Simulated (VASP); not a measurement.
Here is a VASP 6.6.1 calculation.

Contents of INCAR:

```
PREC = Accurate ; ENCUT = 520
EDIFF = 1E-6 ; ISMEAR = 0
SIGMA = 0.15 ; LREAL = False
LASPH = True ; NELM = 100
ALGO = Normal ; ISIF = 2
LWAVE = False ; LCHARG = False
GGA = CA ; NBANDS = 16
```

File KPOINTS:

```
Automatic mesh
0
Gamma
  16 16 16
```

Contents of POSCAR:

```
GaSb
1.0
   -2.5020000000      2.5020000000      1.4155500000
    2.5020000000     -2.5020000000      1.4155500000
    2.5020000000      2.5020000000     -1.4155500000
Ga Sb
1 1
Direct
    0.2500000000      0.7500000000      0.5000000000
    0.0000000000      0.0000000000      0.0000000000
```

Potentials or basis: VASP PAW LDA potentials, release 64 (Ga_d, Sb).

Run with:

```console
$ cat potpaw_LDA.64/Ga_d/POTCAR potpaw_LDA.64/Sb/POTCAR > POTCAR
$ mpirun -np 1 vasp_std > vasp.out
```

Problem. Estimate the band gap on the k mesh.

Solution. Zero (band 9 reaches 12.84 eV, above the bottom of band 10 at 6.27 eV).

Problem. Estimate the pressure.

Solution. 26.3 GPa.

Stress tensor (GPa, compression positive):
```
26.26  0.00  0.00
 0.00 26.26  0.00
 0.00  0.00 26.40
```

Caveat: spin-orbit coupling is left out, which moves the levels of the heavy elements.
